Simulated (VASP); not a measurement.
Crystal: SiTe (wurtzite type).

```
Te Si
1.0
     4.26493    0.00000    0.00000
    -2.13246    3.69354    0.00000
     0.00000    0.00000    6.95183
Te Si
2 2
Cartesian
  0.0000 2.4624 0.0000
  2.1325 1.2312 3.4759
  0.0000 2.4624 2.6139
  2.1325 1.2312 6.0898
```

```yaml
Program: VASP 6.6.1
Task: relaxation of cell and atoms
Functional: PBE
Potentials_or_basis: VASP PAW PBE potentials, release 64 (Te, Si)
Cutoff: 600 eV
k_mesh: 10 × 10 × 6
Occupations: fermi-dirac, width 0.08 eV
Spin: no spin polarisation
```

At the start: pressure 11.7 GPa; volume 27.38 Å³/atom.

Task: Where does the relaxation end?

Result: Over 35 steps the energy falls by 361.2 meV/atom and the volume is 31.78 Å³/atom (+16.1 %); space group P6_3mc (No. 186, to 0.05 Å).

The path:
```
step  energy change (eV)  largest force (eV/Å)  pressure (GPa)  volume (Å³)
   1              0.0000                0.1875           11.70       109.51
   2             -1.0029                0.0095           -0.48       144.33
   3             -1.0061                0.0080            0.01       141.95
   4             -1.0060                0.0085           -0.15       142.65
   5             -1.0135                0.0535           -0.14       142.62
   6             -1.0357                0.2118           -0.08       142.45
   7             -1.0498                0.6726            0.31       141.74
   8             -1.0525                0.4779            0.12       142.05
   9             -1.0557                0.4910            0.12       142.08
  10             -1.0653                0.5333            0.10       142.14
  11             -1.0831                0.6277            0.07       142.23
  12             -1.1056                0.8550            0.08       142.23
  13             -1.1195                0.8460           -0.01       142.31
  14             -1.1570                0.8186           -0.27       142.53
  15             -1.2072                0.7597           -0.73       142.80
  16             -1.1437                0.5785           -1.22       142.68
  17             -1.2049                0.7715           -0.83       142.86
  18             -1.2596                0.5874           -1.10       142.00
  19             -1.3593                0.1443           -1.67       139.44
  20             -1.3717                0.2412           -1.96       134.42
  21             -1.3830                0.2036           -1.97       135.85
  22             -1.4298                0.1422           -0.85       129.68
  23             -1.4372                0.1122           -0.23       126.72
  24             -1.4374                0.1080           -0.14       126.29
  25             -1.4407                0.0834           -0.13       126.51
  26             -1.4418                0.0562           -0.11       126.70
  27             -1.4429                0.0391            0.00       126.43
  28             -1.4436                0.0126            0.16       126.04
  29             -1.4444                0.0198            0.07       126.50
  30             -1.4444                0.0230            0.03       126.70
  31             -1.4447                0.0153           -0.01       127.03
  32             -1.4447                0.0097           -0.05       127.26
  33             -1.4448                0.0001            0.00       127.13
  34             -1.4448                0.0003            0.00       127.13
  35             -1.4448                0.0013            0.01       127.12
```

Final structure:
```xyz
4
Lattice="4.9653 0.0000 0.0000 -2.4826 4.3001 0.0000 0.0000 0.0000 5.9538" Properties=species:S:1:pos:R:3 pbc="T T T"
Te    0.0000    2.8667    5.7171
Te    2.4826    1.4333    2.7402
Si    0.0000    2.8667    2.4753
Si    2.4826    1.4333    5.4522
```

Caveat: the volume moved by over 15 % at a fixed basis, so the end points are rough.
